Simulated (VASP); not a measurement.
**S: single point with PBE+D3(BJ)**

S, a sheet with vacuum:

```
S
1.0
     2.36290    0.00000    0.00000
     0.00000    2.36290    0.00000
     0.00000    0.00000   30.73000
S
2
Direct
  0.50000 0.50000 0.23745
  0.50000 0.50000 0.34830
```

```
Program                : VASP 6.6.1
Task                   : single point
Functional             : PBE
Dispersion             : D3(BJ)
Potentials or basis    : VASP PAW PBE potentials, release 64 (S)
Cutoff                 : 520 eV
k mesh                 : 8 × 8 × 1
Occupations            : gaussian, width 0.1 eV
Spin                   : no spin polarisation
Dipole correction      : yes
Further INCAR settings : ALGO = Normal; EDIFF = 1e-06; NBANDS = 13
```

```json
{
 "Band gap on the k mesh": "zero (bands 6 and 7 overlap by 5.14 eV)",
 "Dispersion energy per atom": "-0.228 eV"
}
```

Levels at points of the mesh, in eV from the Fermi level:
```tsv
k point	band 2	band 3	band 4	band 5	band 6	band 7	band 8	band 9	band 10	band 11
(0.00, 0.00, 0.00)	-16.57	-5.58	-4.13	4.17	4.54	4.54	4.63	4.63	4.99	5.58
(0.50, 0.00, 0.00)	-12.40	-8.15	-7.96	-2.04	-0.90	4.71	6.58	6.79	6.86	9.75
(0.50, 0.50, 0.00)	-7.78	-5.13	-5.13	-4.99	-4.99	1.01	1.90	3.42	3.74	9.00
```

Wall time 18 s on 1 thread of AMD EPYC 9R45 96-Core Processor (Zen 5) (shared host), peak memory 0.23 GiB.
